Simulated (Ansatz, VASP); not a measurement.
Al4Co3Ni in VASP and in Ansatz

```xyz
8
Lattice="-2.9579 2.9579 2.9579 2.9579 -2.9579 2.9579 2.9579 2.9579 -2.9579" Properties=species:S:1:pos:R:3 pbc="T T T"
Al    1.4790   -1.4790    1.4790
Al   -1.4790    1.4790    1.4790
Al    1.4790    1.4790    1.4790
Al    1.4790    1.4790   -1.4790
Ni    0.0000    0.0000    0.0000
Co    0.0000    2.9579    0.0000
Co    2.9579    0.0000    0.0000
Co    0.0000    0.0000    2.9579
```

Alike in both runs: task single point; functional PBE; k mesh 10 × 10 × 10; occupations gaussian, width 0.1 eV; collinear spin.

|  | VASP | Ansatz |
| --- | --- | --- |
| version | VASP 6.6.1 | Ansatz 0.2.0 |
| potentials or method | VASP PAW PBE potentials, release 64 (Al, Ni, Co), cutoff 520 eV | scalar-relativistic, plane waves, PAW |
| valence electrons in the cell | 49 | 81 |

|  | VASP | Ansatz | Ansatz less VASP |
| --- | --- | --- | --- |
| gap on the k mesh at the Fermi level (eV) | none | none | - |
| pressure (GPa) | -13.2 | -13.2 | +0.02 |
| net moment per atom (μB) | 0.16 | 0.16 | +0.002 |
| size of the moment on the site where the two differ most (μB) | 0.12 | 0.13 | +0.013 |

Site moments also hang on the region over which each program counts them. A gap of «none» marks a metal or a gap that the smearing closes. VASP's potentials hold 49 valence electrons a cell and Ansatz's 81, so a difference there can come from the potentials and not from the codes.
